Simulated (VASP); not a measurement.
# Rh (C2/m) in VASP: single point with PBEsol+U

Aim: the single point of Rh with PBEsol+U.

All numbers are computed with VASP 6.6.1; they aren't measurements. Logs are shortened: lines on timing, memory, paths and dates and some standing lists are left out, and cuts for length are marked.

**1. The cell of the first run**

The structure is monoclinic, space group C2/m (No. 12). Conventional cell: a = 4.533 Å, b = 2.716 Å, c = 2.689 Å, α = 90.00°, β = 124.63°, γ = 90.00°. Rh (site symmetry 2/m) has 12 Rh at 2.64 to 2.72 Å within 3.5 Å.

**2. Single point, PBEsol+U**

Contents of INCAR:

```
  PREC = Accurate
  ENCUT = 520
  EDIFF = 1E-6
  ISMEAR = 0
  SIGMA = 0.1
  LREAL = False
  LASPH = True
  NELM = 150
  ALGO = Normal
  ISIF = 2
  LWAVE = False
  LCHARG = False
  LMAXMIX = 4
  LDAU = True
  LDAUTYPE = 2
  LDAUL = 2
  LDAUU = 2
  LDAUJ = 0
  LDAUPRINT = 1
  GGA = PS
  NBANDS = 30
```

Contents of KPOINTS:

```
regular mesh
0
Gamma
  5 5 45
```

Contents of POSCAR:

```
Rh
1.0
    6.6367666745     -0.0000000001     -0.0255845591
   -0.0000000001      8.1483236109     -0.0000000380
    2.2093781306      1.3580539317      0.7469481748
Rh
3
Direct
    0.0000000000      0.6666666667      0.0000000000
    0.0000000000      0.3333333333      0.0000000000
    0.0000000000      0.0000000000      0.0000000000
```

Potentials or basis: VASP PAW PBE potentials, release 64 (Rh_pv).

Run with:

```console
> cat potpaw_PBE.64/Rh_pv/POTCAR > POTCAR
> mpirun -np 1 vasp_std > vasp.out
```

OUTCAR:

```text
PREC = Accurate
   ENCUT = 520
   EDIFF = 1E-6
   ISMEAR = 0
   LREAL = False
   LASPH = True
   NELM = 150
   ISIF = 2
   GGA = PS

 ion  position               nearest neighbor table
   1  0.000  0.667  0.000-   3 2.70   2 2.70   3 2.72   2 2.72
   2  0.000  0.333  0.000-   3 2.70   1 2.70   3 2.72   1 2.72
   3  0.000  0.000  0.000-   1 2.70   2 2.70   2 2.72   1 2.72

  LATTYP: Found a triclinic cell.
 ALAT       =     4.5973212841
 B/A-ratio  =     0.8312953601
 C/A-ratio  =     0.5870404167
 COS(alpha) =     0.0074489233
 COS(beta)  =     0.3172264472
 COS(gamma) =     0.3985669674

  Lattice vectors:

 A1 = (  -2.2266426959,  -1.3580539522,   3.7859100302)
 A2 = (  -2.2180104133,   2.7161078635,   1.5194809087)
 A3 = (  -2.2093781306,  -1.3580539317,  -0.7469481748)

Analysis of symmetry for initial positions (statically):
=====================================================================
 Subroutine PRICEL returns following result:

  LATTYP: Found a base centered monoclinic cell.
 ALAT       =     4.5328910832
 B/A-ratio  =     0.5991998970
 C/A-ratio  =     0.5931241103
 COS(beta)  =    -0.5683018916

  Lattice vectors:

 A1 = (  -0.0086322827,   1.3580539252,   2.2664290962)
 A2 = (  -0.0086322826,  -1.3580539449,   2.2664291088)
 A3 = (   2.2180104133,   0.0000000065,  -1.5194809214)

   3 primitive cells build up your supercell.

 Routine SETGRP: Setting up the symmetry group for a
 triclinic supercell.

 Subroutine GETGRP returns: Found  2 space group operations
 (whereof  2 operations were pure point group operations)
 out of a pool of  2 trial point group operations.

The static configuration has the point symmetry S_2 .

Analysis of symmetry for dynamics (positions and initial velocities):
=====================================================================
 Subroutine PRICEL returns following result:

  LATTYP: Found a base centered monoclinic cell.
 ALAT       =     4.5328910832
 B/A-ratio  =     0.5991998970
 C/A-ratio  =     0.5931241103
 COS(beta)  =    -0.5683018916

  Lattice vectors:

 A1 = (  -0.0086322827,   1.3580539252,   2.2664290962)
 A2 = (  -0.0086322826,  -1.3580539449,   2.2664291088)
 A3 = (   2.2180104133,   0.0000000065,  -1.5194809214)

   3 primitive cells build up your supercell.

 Routine SETGRP: Setting up the symmetry group for a
 triclinic supercell.

 Subroutine GETGRP returns: Found  2 space group operations
 (whereof  2 operations were pure point group operations)
 out of a pool of  2 trial point group operations.

The dynamic configuration has the point symmetry S_2 .

 Subroutine INISYM returns: Found  2 space group operations
 (whereof  2 operations are pure point group operations),
 and found     3 'primitive' translations

----------------------------------------------------------------------------------------

                                     Primitive cell

  volume of cell :      13.6181

  direct lattice vectors                    reciprocal lattice vectors
    -0.008632283  1.358053925  2.266429096     0.151528456  0.368173891  0.221188494
    -0.008632283 -1.358053945  2.266429109     0.151528456 -0.368173889  0.221188491
     2.218010413  0.000000007 -1.519480921     0.452033979  0.000000000  0.001721689

  length of vectors
     2.642174451  2.642174472  2.688566991     0.455452782  0.455452779  0.452037258

  position of ions in fractional coordinates (direct lattice)
     0.000000000  1.000000000  0.000000000

  ion indices of the primitive-cell ions
   primitive index   ion index
                 1           1

----------------------------------------------------------------------------------------

 KPOINTS: regular mesh

Automatic generation of k-mesh.
 Grid dimensions read from file:
 generate k-points for:    5    5   45

 Generating k-lattice:

  Cartesian coordinates                     Fractional coordinates (reciprocal lattice)
     0.029795413 -0.000000000 -0.088131059     0.200000000  0.000000000  0.000000000
    -0.000170093  0.024544926 -0.044122919     0.000000000  0.200000000 -0.000000000
     0.000113395  0.000000000  0.029415280     0.000000000  0.000000000  0.022222222

  Length of vectors
     0.093031448  0.050490735  0.029415498

  Shift w.r.t. Gamma in fractional coordinates (k-lattice)
     0.000000000  0.000000000  0.000000000

 -----------------------------------------------------------------------------
|                                                                             |
|           W    W    AA    RRRRR   N    N  II  N    N   GGGG   !!!           |
|           W    W   A  A   R    R  NN   N  II  NN   N  G    G  !!!           |
|           W    W  A    A  R    R  N N  N  II  N N  N  G       !!!           |
|           W WW W  AAAAAA  RRRRR   N  N N  II  N  N N  G  GGG   !            |
|           WW  WW  A    A  R   R   N   NN  II  N   NN  G    G                |
|           W    W  A    A  R    R  N    N  II  N    N   GGGG   !!!           |
|                                                                             |
|     Your reciprocal lattice and k-lattice belong to different lattice       |
|     classes:                                                                |
|                                                                             |
|        The reciprocal lattice is triclinic,                                 |
|        whereas your k-lattice is base-centered monoclinic.                  |
|                                                                             |
|     Results are often still useful ...                                      |
|                                                                             |
 -----------------------------------------------------------------------------

 Subroutine IBZKPT returns following result:
 ===========================================

 Found    563 irreducible k-points:

 Following reciprocal coordinates:
            Coordinates               Weight
  0.000000  0.000000  0.000000      1.000000
  0.200000 -0.000000  0.000000      2.000000
  0.400000 -0.000000 -0.000000      2.000000
 -0.000000  0.200000  0.000000      2.000000
  0.200000  0.200000  0.000000      2.000000
  0.400000  0.200000  0.000000      2.000000
[... 16 lines left out ...]
 -0.200000  0.200000  0.022222      2.000000
 -0.000000  0.400000  0.022222      2.000000
 [... further k-points ...]
   k-points           NKPTS =    563   k-points in BZ     NKDIM =    563   number of bands    NBANDS=     30
   number of dos      NEDOS =    301   number of ions     NIONS =      3
   total plane-waves  NPLWV =  64000
   dimension x,y,z NGX =    50 NGY =   64 NGZ =   20
   dimension x,y,z NGXF=   100 NGYF=  128 NGZF=   40
   ions per type =               3
   NGX,Y,Z   is equivalent  to a cutoff of  12.52, 13.06, 12.32 a.u.
   NGXF,Y,Z  is equivalent  to a cutoff of  25.05, 26.12, 24.64 a.u.
 SYSTEM =  unknown system
   PREC   = accura    normal or accurate (medium, high low for compatibility)
   ISTART =      0    job   : 0-new  1-cont  2-samecut
   ICHARG =      2    charge: 1-file 2-atom 10-const
   ISPIN  =      1    spin polarized calculation?
   LNONCOLLINEAR =      F non collinear calculations
   LSORBIT =      F    spin-orbit coupling
   LASPH  =      T    aspherical Exc in radial PAW
   ENCUT  =  520.0 eV  38.22 Ry    6.18 a.u.  12.34 15.15  5.02*2*pi/ulx,y,z
   NELM   =    150;   NELMIN=  2; NELMDL= -5     # of ELM steps
   EDIFF  = 0.1E-05   stopping-criterion for ELM
   LREAL  =      F    real-space projection
   EDIFFG = 0.1E-04   stopping-criterion for IOM
   NSW    =      0    number of steps for IOM
   IBRION =     -1    ionic relax: 0-MD 1-quasi-New 2-CG
   NFREE  =      0    steps in history (QN), initial steepest desc. (CG)
   ISIF   =      2    stress and relaxation
   ISYM   =      2    0-nonsym 1-usesym 2-fastsym
   POTIM  = 0.5000    time-step for ionic-motion
   TEBEG  =    0.0;   TEEND  =   0.0 temperature during run
   PSTRESS=    0.0 pullay stress
   NELECT =      45.0000    total number of electrons
   NUPDOWN=      -1.0000    fix difference up-down
   EMIN   =  10.00;   EMAX   =-10.00  energy-range for DOS
   EFERMI =   0.00;   METHOD = LEGACY
   ISMEAR =     0;   SIGMA  =   0.10  broadening in eV -4-tet -1-fermi 0-gaus
   EFERMI_NEDOS =   21; number of points for ismear=-14 and -15
   IALGO  =     38    algorithm
   IMIX   =      4    mixing-type and parameters
     AMIX     =   0.40;   BMIX     =  1.00
     AMIX_MAG =   1.60;   BMIX_MAG =  1.00
  volume/ion in A,a.u.               =      13.62        91.90
  Fermi-wavevector in a.u.,A,eV,Ry     =   1.690697  3.194955 38.891680  2.858458
  Thomas-Fermi vector in A             =   2.772598
   LORBIT       =      0    0 simple, 1 ext, 2 COOP (PROOUT), +10 PAW based schemes
 LDA+U is selected, type is set to LDAUTYPE =  2
   angular momentum for each species LDAUL =     2
   U (eV)           for each species LDAUU =   2.0
   J (eV)           for each species LDAUJ =   0.0
   GGA     = PS    functional components
   LHFCALC =     F    Hartree Fock is set to
   AEXX    =    0.0000 exact exchange contribution
   IVDW    =     0    specifies the selected vdW correction
   LEPSILON=     F    determine dielectric tensor
   LRPA    =     F    only Hartree local field effects (RPA)
 non-spin polarized calculation
 Gauss-broadening in eV      SIGMA  =   0.10
  energy-cutoff  :      520.00
  volume of cell :       40.85
 maximum number of plane-waves:      1121
 NGX is ok and might be reduce to    50
   NGX = 25   NGY = 29   NGZ = 11

atom =   1  type =  1  l = 2

 onsite density matrix

spin component  1

  0.7482 -0.0420 -0.0000  0.0000  0.0000
 -0.0420  0.7063 -0.0000  0.0000  0.0000
 -0.0000 -0.0000  0.7036  0.0378  0.0149
  0.0000  0.0000  0.0378  0.7475  0.0254
  0.0000  0.0000  0.0149  0.0254  0.6896
[... 77 lines left out ...]
  o =  0.6799  v = -0.0000 -0.0000 -0.2390 -0.2217  0.9454  0.0000  0.0000  0.0000  0.0000  0.0000      0.0000  0.0000  0.0000  0.0000  0.0000  0.0000  0.0000  0.0000  0.0000  0.0000
  o =  0.6799  v =  0.0000  0.0000  0.0000  0.0000  0.0000 -0.0000 -0.0000 -0.2390 -0.2217  0.9454      0.0000  0.0000  0.0000  0.0000  0.0000  0.0000  0.0000  0.0000  0.0000  0.0000
  o =  0.6803  v = -0.5263 -0.8503 -0.0000  0.0000 -0.0000  0.0000  0.0000  0.0000  0.0000  0.0000      0.0000  0.0000  0.0000  0.0000  0.0000  0.0000  0.0000  0.0000  0.0000  0.0000
  o =  0.6803  v =  0.0000  0.0000  0.0000  0.0000  0.0000 -0.5263 -0.8503 -0.0000  0.0000 -0.0000      0.0000  0.0000  0.0000  0.0000  0.0000  0.0000  0.0000  0.0000  0.0000  0.0000
  o =  0.6819  v = -0.0000 -0.0000  0.8473 -0.5231  0.0916  0.0000  0.0000  0.0000  0.0000  0.0000      0.0000  0.0000  0.0000  0.0000  0.0000  0.0000  0.0000  0.0000  0.0000  0.0000
  o =  0.6819  v =  0.0000  0.0000  0.0000  0.0000  0.0000 -0.0000 -0.0000  0.8473 -0.5231  0.0916      0.0000  0.0000  0.0000  0.0000  0.0000  0.0000  0.0000  0.0000  0.0000  0.0000
  o =  0.7742  v =  0.0000  0.0000  0.0000  0.0000  0.0000 -0.8503  0.5263  0.0000  0.0000  0.0000      0.0000  0.0000  0.0000  0.0000  0.0000  0.0000  0.0000  0.0000  0.0000  0.0000
  o =  0.7742  v = -0.8503  0.5263  0.0000  0.0000  0.0000  0.0000  0.0000  0.0000  0.0000  0.0000      0.0000  0.0000  0.0000  0.0000  0.0000  0.0000  0.0000  0.0000  0.0000  0.0000
  o =  0.7790  v =  0.0000  0.0000  0.0000  0.0000  0.0000  0.0000 -0.0000  0.4742  0.8229  0.3129      0.0000  0.0000  0.0000  0.0000  0.0000  0.0000  0.0000  0.0000  0.0000  0.0000
  o =  0.7790  v =  0.0000 -0.0000  0.4742  0.8229  0.3129  0.0000  0.0000  0.0000  0.0000  0.0000      0.0000  0.0000  0.0000  0.0000  0.0000  0.0000  0.0000  0.0000  0.0000  0.0000

 number of electron      45.0000004 magnetization

 Free energy of the ion-electron system (eV)
  ---------------------------------------------------
  ext. energy  EPLUGINS =         0.00000000
  ---------------------------------------------------
  free energy    TOTEN  =       -18.31965144 eV

  energy without entropy =      -18.30136302  energy(sigma->0) =      -18.31050723

 E-fermi :  11.6047     XC(G=0): -14.2580

 val. band max:       11.6036963954   @ k =   0.2000   0.2000   0.1556
 cond. band min:      11.6059089513   @ k =   0.2000  -0.2000   0.1333
 fundamental gap:      0.0022125559
 Fermi energy:        11.6046912144

 k-point     1 :       0.0000    0.0000    0.0000
  band No.  band energies     occupation
      1     -34.8610      2.00000
      2     -34.8610      2.00000
      3     -34.7951      2.00000
      4     -34.7951      2.00000
      5     -34.4718      2.00000
      6     -34.4718      2.00000
[... 781 lines left out ...]
     29      24.3157      0.00000
     30      25.5458      0.00000

 [... further k-points ...]

------------------------ aborting loop because EDIFF is reached ----------------------------------------

  FORCE on cell =-STRESS in cart. coord.  units (eV):
  Direction    XX          YY          ZZ          XY          YZ          ZX
  --------------------------------------------------------------------------------------
  -------------------------------------------------------------------------------------
  Total       -2.6609128     -2.5997468      0.4285438      0.0000122      0.0000118      0.0012396
  in kB     -104.3522695   -101.9535410     16.8060802      0.0004776      0.0004624      0.0486126
  external PRESSURE =     -63.1665768 kB  Pullay stress =       0.0000000 kB

 VOLUME and BASIS-vectors are now :
 -----------------------------------------------------------------------------
  energy-cutoff  :      520.00
  volume of cell :       40.85
      direct lattice vectors                 reciprocal lattice vectors
     6.636766674 -0.000000000 -0.025584559     0.148977066 -0.000000002 -0.440655296
    -0.000000000  8.148323611 -0.000000038    -0.000850463  0.122724629 -0.220614596
     2.209378131  1.358053932  0.746948175     0.005102780  0.000000006  1.323687578

 POSITION                                       TOTAL-FORCE (eV/Angst)
 -----------------------------------------------------------------------------------
     -0.00000      5.43222     -0.00000        -0.000000      0.000000     -0.000000
     -0.00000      2.71611     -0.00000         0.000000     -0.000000      0.000000
      0.00000      0.00000      0.00000         0.000000      0.000000      0.000000
 -----------------------------------------------------------------------------------
    total drift:                               -0.000000      0.000000      0.000000

  FREE ENERGIE OF THE ION-ELECTRON SYSTEM (eV)
  ---------------------------------------------------
  free  energy   TOTEN  =       -18.3196514398 eV

  energy  without entropy=      -18.3013630153  energy(sigma->0) =      -18.31050723
```

It took 26 min on 1 thread of Oxide Virtual Turin-like, shared host; peak memory 0.58 GiB.

Results:

| Property | Result |
| --- | --- |
| Free energy | -18.3197 eV |
| Pressure | -6.3 GPa |
| Band gap on the k mesh | zero (an odd number of electrons rules out a gap without spin polarisation) |

Levels at points of the mesh, in eV from the Fermi level:
```csv
k point,band 21,band 22,band 23,band 24,band 25,band 26
"(0.00, 0.00, 0.00)",-1.46,-1.26,-0.96,0.00,0.00,7.26
```

Eigenvalues of the final occupation matrices:
```
    site  spin  trace               eigenvalues
site 1 d     1   3.60  0.68 0.68 0.68 0.77 0.78
site 1 d     2   3.60  0.68 0.68 0.68 0.77 0.78
site 2 d     1   3.60  0.68 0.68 0.68 0.77 0.78
site 2 d     2   3.60  0.68 0.68 0.68 0.77 0.78
site 3 d     1   3.60  0.68 0.68 0.68 0.77 0.78
site 3 d     2   3.60  0.68 0.68 0.68 0.77 0.78
```

Caveat: the cell stands under tension; the PAW data sets were made with another functional, which shifts forces and pressure a little; U without spin polarisation on a metal has little footing; the U is typed as a test and isn't derived for this compound.
